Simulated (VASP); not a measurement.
# WC (Fm-3m) in VASP: settings compared

The runs below take WC through single point, with PBEsol+D4, LDA.

All numbers are computed with VASP 6.6.1; they aren't measurements. Logs are shortened: lines on timing, memory, paths and dates and some standing lists are left out, and cuts for length are marked.

### 1 The cell of the first run

The structure is cubic, space group Fm-3m (No. 225). Conventional cell: a = 4.330 Å, b = 4.330 Å, c = 4.330 Å, α = 90.00°, β = 90.00°, γ = 90.00°. W (site symmetry m-3m) has 6 C at 2.16 Å within 2.9 Å. Within 2.9 Å of C (site symmetry m-3m) lie 6 W at 2.16 Å.

### 2 Single point, PBEsol+D4

File INCAR:

```
SYSTEM = WC
ALGO     = Normal         ! electronic algorithm
EDIFF    = 1E-6           ! SCF threshold, eV
ENCUT    = 910            ! plane-wave cutoff, eV
GGA      = PS             ! functional
GGA_COMPAT= .False.      
ISIF     = 2              ! what is computed and relaxed
ISMEAR   = -1             ! smearing method
IVDW     = 13             ! dispersion correction
LASPH    = .True.         ! aspherical terms in the spheres
LCHARG   = .True.         ! write CHGCAR
LELF     = .True.         ! ELF
LREAL    = .False.        ! projectors in reciprocal space
LVHAR    = .True.       
LWAVE    = .False.        ! write WAVECAR
NBANDS   = 16             ! bands
NELM     = 120            ! most SCF steps
PREC     = Accurate       ! precision mode
SIGMA    = 0.05           ! smearing width, eV
```

File KPOINTS:

```
k-points
0
Gamma
  10 10 10
  0 0 0
```

File POSCAR:

```
WC
1.0
    0.0000000000      2.1648775158      2.1648775158
    2.1648775158      0.0000000000      2.1648775158
    2.1648775158      2.1648775158      0.0000000000
W C
1 1
Direct
    0.0000000000      0.0000000000      0.0000000000
    0.5000000000      0.5000000000      0.5000000000
```

Potentials or basis: VASP PAW PBE potentials, release 64 (W_sv, C_h).

Command:

```console
> cat potpaw_PBE.64/W_sv/POTCAR potpaw_PBE.64/C_h/POTCAR > POTCAR
> mpirun -np 1 vasp_std > vasp.out
```

OUTCAR:

```text
SYSTEM = WC
   EDIFF = 1E-6
   ENCUT = 910
   GGA = PS
   ISIF = 2
   ISMEAR = -1
   IVDW = 13
   LASPH = .True.
   LREAL = .False.
   NELM = 120
   PREC = Accurate

 ion  position               nearest neighbor table
   1  0.000  0.000  0.000-   2 2.16   2 2.16   2 2.16   2 2.16   2 2.16   2 2.16
   2  0.500  0.500  0.500-   1 2.16   1 2.16   1 2.16   1 2.16   1 2.16   1 2.16

  LATTYP: Found a face centered cubic cell.
 ALAT       =     4.3297550316

  Lattice vectors:

 A1 = (   0.0000000000,   2.1648775158,   2.1648775158)
 A2 = (   2.1648775158,   0.0000000000,   2.1648775158)
 A3 = (   2.1648775158,   2.1648775158,   0.0000000000)

Analysis of symmetry for initial positions (statically):
=====================================================================
 Subroutine PRICEL returns:
 Original cell was already a primitive cell.

 Routine SETGRP: Setting up the symmetry group for a
 face centered cubic supercell.

 Subroutine GETGRP returns: Found 48 space group operations
 (whereof 48 operations were pure point group operations)
 out of a pool of 48 trial point group operations.

The static configuration has the point symmetry O_h .

Analysis of symmetry for dynamics (positions and initial velocities):
=====================================================================
 Subroutine PRICEL returns:
 Original cell was already a primitive cell.

 Routine SETGRP: Setting up the symmetry group for a
 face centered cubic supercell.

 Subroutine GETGRP returns: Found 48 space group operations
 (whereof 48 operations were pure point group operations)
 out of a pool of 48 trial point group operations.

The dynamic configuration has the point symmetry O_h .

 Subroutine INISYM returns: Found 48 space group operations
 (whereof 48 operations are pure point group operations),
 and found     1 'primitive' translations

----------------------------------------------------------------------------------------

                                     Primitive cell

  volume of cell :      20.2922

  direct lattice vectors                    reciprocal lattice vectors
     0.000000000  2.164877516  2.164877516    -0.230959949  0.230959949  0.230959949
     2.164877516  0.000000000  2.164877516     0.230959949 -0.230959949  0.230959949
     2.164877516  2.164877516  0.000000000     0.230959949  0.230959949 -0.230959949

  length of vectors
     3.061599144  3.061599144  3.061599144     0.400034366  0.400034366  0.400034366

  position of ions in fractional coordinates (direct lattice)
     0.000000000  0.000000000  0.000000000
     0.500000000  0.500000000  0.500000000

  ion indices of the primitive-cell ions
   primitive index   ion index
                 1           1
                 2           2

----------------------------------------------------------------------------------------

 KPOINTS: k-points

Automatic generation of k-mesh.
 Grid dimensions read from file:
 generate k-points for:   10   10   10

 Generating k-lattice:

  Cartesian coordinates                     Fractional coordinates (reciprocal lattice)
    -0.023095995  0.023095995  0.023095995     0.100000000  0.000000000  0.000000000
     0.023095995 -0.023095995  0.023095995     0.000000000  0.100000000  0.000000000
     0.023095995  0.023095995 -0.023095995     0.000000000  0.000000000  0.100000000

  Length of vectors
     0.040003437  0.040003437  0.040003437

  Shift w.r.t. Gamma in fractional coordinates (k-lattice)
     0.000000000  0.000000000  0.000000000

 Subroutine IBZKPT returns following result:
 ===========================================

 Found     47 irreducible k-points:

 Following reciprocal coordinates:
            Coordinates               Weight
  0.000000  0.000000  0.000000      1.000000
  0.100000  0.000000  0.000000      8.000000
  0.200000  0.000000  0.000000      8.000000
  0.300000  0.000000  0.000000      8.000000
  0.400000  0.000000  0.000000      8.000000
  0.500000  0.000000  0.000000      4.000000
[... 16 lines left out ...]
  0.300000  0.300000  0.000000      6.000000
  0.400000  0.300000  0.000000     24.000000
 [... further k-points ...]
   k-points           NKPTS =     47   k-points in BZ     NKDIM =     47   number of bands    NBANDS=     16
   number of dos      NEDOS =    301   number of ions     NIONS =      2
   total plane-waves  NPLWV =  27000
   dimension x,y,z NGX =    30 NGY =   30 NGZ =   30
   dimension x,y,z NGXF=    60 NGYF=   60 NGZF=   60
   ions per type =               1   1
   NGX,Y,Z   is equivalent  to a cutoff of  16.29, 16.29, 16.29 a.u.
   NGXF,Y,Z  is equivalent  to a cutoff of  32.58, 32.58, 32.58 a.u.
 SYSTEM =  WC
   PREC   = accura    normal or accurate (medium, high low for compatibility)
   ISTART =      0    job   : 0-new  1-cont  2-samecut
   ICHARG =      2    charge: 1-file 2-atom 10-const
   ISPIN  =      1    spin polarized calculation?
   LNONCOLLINEAR =      F non collinear calculations
   LSORBIT =      F    spin-orbit coupling
   LASPH  =      T    aspherical Exc in radial PAW
   ENCUT  =  910.0 eV  66.88 Ry    8.18 a.u.   7.53  7.53  7.53*2*pi/ulx,y,z
   NELM   =    120;   NELMIN=  2; NELMDL= -5     # of ELM steps
   EDIFF  = 0.1E-05   stopping-criterion for ELM
   LREAL  =      F    real-space projection
   EDIFFG = 0.1E-04   stopping-criterion for IOM
   NSW    =      0    number of steps for IOM
   IBRION =     -1    ionic relax: 0-MD 1-quasi-New 2-CG
   NFREE  =      0    steps in history (QN), initial steepest desc. (CG)
   ISIF   =      2    stress and relaxation
   ISYM   =      2    0-nonsym 1-usesym 2-fastsym
   POTIM  = 0.5000    time-step for ionic-motion
   TEBEG  =    0.0;   TEEND  =   0.0 temperature during run
   PSTRESS=    0.0 pullay stress
   NELECT =      18.0000    total number of electrons
   NUPDOWN=      -1.0000    fix difference up-down
   EMIN   =  10.00;   EMAX   =-10.00  energy-range for DOS
   EFERMI =   0.00;   METHOD = LEGACY
   ISMEAR =    -1;   SIGMA  =   0.05  broadening in eV -4-tet -1-fermi 0-gaus
   EFERMI_NEDOS =   21; number of points for ismear=-14 and -15
   IALGO  =     38    algorithm
   IMIX   =      4    mixing-type and parameters
     AMIX     =   0.40;   BMIX     =  1.00
     AMIX_MAG =   1.60;   BMIX_MAG =  1.00
  volume/ion in A,a.u.               =      10.15        68.47
  Fermi-wavevector in a.u.,A,eV,Ry     =   1.572977  2.972495 33.664300  2.474256
  Thomas-Fermi vector in A             =   2.674330
   LORBIT       =      0    0 simple, 1 ext, 2 COOP (PROOUT), +10 PAW based schemes
   GGA     = PS    functional components
   LHFCALC =     F    Hartree Fock is set to
   AEXX    =    0.0000 exact exchange contribution
   IVDW    =    13    specifies the selected vdW correction
   LEPSILON=     F    determine dielectric tensor
   LRPA    =     F    only Hartree local field effects (RPA)
 non-spin polarized calculation
  energy-cutoff  :      910.00
  volume of cell :       20.29
 maximum number of plane-waves:      1295
   NGX = 15   NGY = 15   NGZ = 15

 number of electron      18.0000001 magnetization

 Free energy of the ion-electron system (eV)
  ---------------------------------------------------
  ext. energy  EPLUGINS =         0.00000000
  ---------------------------------------------------
  free energy    TOTEN  =       -23.01750240 eV

  energy without entropy =      -23.01133991  energy(sigma->0) =      -23.01442116

 E-fermi :  13.2379     XC(G=0): -14.0947

 val. band max:       13.1419152931   @ k =   0.3000   0.2000   0.1000
 cond. band min:      13.2659528034   @ k =  -0.1000   0.1000   0.0000
 fundamental gap:      0.1240375103
 Fermi energy:        13.2378723518

 k-point     1 :       0.0000    0.0000    0.0000
  band No.  band energies     occupation
      1     -62.1587      2.00000
      2     -26.1523      2.00000
      3     -26.1523      2.00000
      4     -26.1523      2.00000
      5      -2.9365      2.00000
      6      10.2772      2.00000
[... 8 lines left out ...]
     15      22.7658      0.00000
     16      37.1216      0.00000

 k-point     2 :       0.1000    0.0000    0.0000
  band No.  band energies     occupation
      1     -62.1545      2.00000
      2     -26.2207      2.00000
      3     -26.1595      2.00000
      4     -26.1595      2.00000
      5      -2.6410      2.00000
      6       9.3480      2.00000
[... 8 lines left out ...]
     15      23.4538      0.00000
     16      34.4259      0.00000

 k-point     3 :       0.2000    0.0000    0.0000
  band No.  band energies     occupation
      1     -62.1433      2.00000
      2     -26.3964      2.00000
      3     -26.1782      2.00000
      4     -26.1782      2.00000
      5      -1.8087      2.00000
      6       7.6586      2.00000
[... 8 lines left out ...]
     15      25.0120      0.00000
     16      31.3942      0.00000

 k-point     4 :       0.3000    0.0000    0.0000
  band No.  band energies     occupation
      1     -62.1294      2.00000
      2     -26.6070      2.00000
      3     -26.2013      2.00000
      4     -26.2013      2.00000
      5      -0.5828      2.00000
      6       5.8919      2.00000
[... 8 lines left out ...]
     15      26.0767      0.00000
     16      29.0575      0.00000
[... 324 lines left out ...]
 k-point    22 :      -0.2000    0.2000    0.0000
  band No.  band energies     occupation
      1     -62.1245      2.00000
      2     -26.5694      2.00000
      3     -26.3370      2.00000
      4     -26.1945      2.00000
      5      -0.3151      2.00000
      6       5.6185      2.00000
[... 8 lines left out ...]
     15      26.2115      0.00000
     16      27.0042      0.00000

 k-point    23 :       0.3000    0.3000    0.0000
  band No.  band energies     occupation
      1     -62.1195      2.00000
      2     -26.5660      2.00000
      3     -26.3113      2.00000
      4     -26.3113      2.00000
      5      -0.7103      2.00000
      6       5.7564      2.00000
[... 8 lines left out ...]
     15      26.1277      0.00000
     16      28.9605      0.00000

 k-point    24 :       0.4000    0.3000    0.0000
  band No.  band energies     occupation
      1     -62.1106      2.00000
      2     -26.6540      2.00000
      3     -26.3578      2.00000
      4     -26.3370      2.00000
      5      -0.3970      2.00000
      6       5.9123      2.00000
[... 8 lines left out ...]
     15      25.2245      0.00000
     16      28.9784      0.00000

 [... further k-points ...]

------------------------ aborting loop because EDIFF is reached ----------------------------------------

  DFT-D4 for vdW energy calculation

  Edisp (eV):   -0.57828

  FORCE on cell =-STRESS in cart. coord.  units (eV):
  Direction    XX          YY          ZZ          XY          YZ          ZX
  --------------------------------------------------------------------------------------
  -------------------------------------------------------------------------------------
  Total       0.12932     0.12932     0.12932     0.00000     0.00000    -0.00000
  in kB      10.21050    10.21050    10.21050     0.00000     0.00000    -0.00000
  external pressure =       10.21 kB  Pullay stress =        0.00 kB

 VOLUME and BASIS-vectors are now :
 -----------------------------------------------------------------------------
  energy-cutoff  :      910.00
  volume of cell :       20.29
      direct lattice vectors                 reciprocal lattice vectors
     0.000000000  2.164877516  2.164877516    -0.230959949  0.230959949  0.230959949
     2.164877516  0.000000000  2.164877516     0.230959949 -0.230959949  0.230959949
     2.164877516  2.164877516  0.000000000     0.230959949  0.230959949 -0.230959949

 POSITION                                       TOTAL-FORCE (eV/Angst)
 -----------------------------------------------------------------------------------
      0.00000      0.00000      0.00000        -0.000000     -0.000000     -0.000000
      2.16488      2.16488      2.16488         0.000000      0.000000      0.000000
 -----------------------------------------------------------------------------------
    total drift:                               -0.000000      0.000000      0.000000

  FREE ENERGIE OF THE ION-ELECTRON SYSTEM (eV)
  ---------------------------------------------------
  free  energy   TOTEN  =       -23.5957807562 eV

  energy  without entropy=      -23.5896182629  energy(sigma->0) =      -23.59269951
```

It took 21 s on 1 thread of AMD EPYC 7R13 (Zen 3), shared host; peak memory 0.17 GiB.

Results:

- Free energy: -23.5958 eV
- Pressure: 1.0 GPa
- Band gap on the k mesh: zero (band 9 reaches 14.32 eV, above the bottom of band 10 at 10.94 eV)
- Dispersion energy per atom: -0.289 eV

Caveat: the cutoff is under 1.25 times the usual one of these potentials, so pressure, stress and relaxed cells hold a basis-set (Pulay) error; the PAW data sets were made with another functional, which shifts forces and pressure a little; spin-orbit coupling is left out, which moves the levels of the heavy elements; pairwise dispersion overbinds metals, which lowers pressure and volume.

### 3 Single point, LDA

This run uses another cell than the first one, of 10.75 Å³/atom, 1.060 times its volume.

File INCAR:

```
SYSTEM = WC
PREC     = Accurate       ! precision mode
ENCUT    = 910            ! plane-wave cutoff, eV
EDIFF    = 1E-6           ! SCF threshold, eV
ISMEAR   = -1             ! smearing method
SIGMA    = 0.05           ! smearing width, eV
LREAL    = .False.        ! projectors in reciprocal space
LASPH    = .True.         ! aspherical terms in the spheres
NELM     = 120            ! most SCF steps
ALGO     = Normal         ! electronic algorithm
ISIF     = 2              ! what is computed and relaxed
LWAVE    = .False.        ! write WAVECAR
LCHARG   = .True.         ! write CHGCAR
GGA      = CA             ! functional
LELF     = .True.         ! ELF
LVHAR    = .True.       
NBANDS   = 16             ! bands
GGA_COMPAT= .False.
```

File KPOINTS:

```
regular mesh
0
Gamma
  10 10 10
  0 0 0
```

File POSCAR:

```
WC
1.0
    0.0000000000      2.2072055093      2.2072055093
    2.2072055093      0.0000000000      2.2072055093
    2.2072055093      2.2072055093      0.0000000000
W C
1 1
Direct
    0.0000000000      0.0000000000      0.0000000000
    0.5000000000      0.5000000000      0.5000000000
```

Potentials or basis: VASP PAW LDA potentials, release 64 (W_sv, C_h).

Command:

```console
> cat potpaw_LDA.64/W_sv/POTCAR potpaw_LDA.64/C_h/POTCAR > POTCAR
> mpirun -np 1 vasp_std > vasp.out
```

Run time: 20 s. Hardware: 1 thread of AMD EPYC 7R13 (Zen 3), shared host; peak memory 0.15 GiB.

Results (log left out):

| Item | Value |
| --- | --- |
| Free energy | -23.7535 eV |
| Pressure | -20.7 GPa |
| Band gap on the k mesh | zero (band 9 reaches 13.26 eV, above the bottom of band 10 at 10.20 eV) |

Levels at points of the mesh, in eV from the Fermi level:
```tsv
k point	band 5	band 6	band 7	band 8	band 9	band 10	band 11	band 12	band 13	band 14
(0.00, 0.00, 0.00)	-15.48	-2.72	-2.72	-2.72	-1.03	-1.03	-1.03	-1.00	-1.00	6.41
(0.50, 0.00, 0.00)	-10.94	-9.60	-6.45	-6.45	0.94	0.94	2.20	4.97	8.50	8.50
(0.50, 0.50, 0.00)	-13.27	-5.64	-5.47	-2.44	-2.44	0.76	2.13	2.13	5.22	7.07
```

Caveat: the cutoff is under 1.25 times the usual one of these potentials, so pressure, stress and relaxed cells hold a basis-set (Pulay) error; spin-orbit coupling is left out, which moves the levels of the heavy elements.
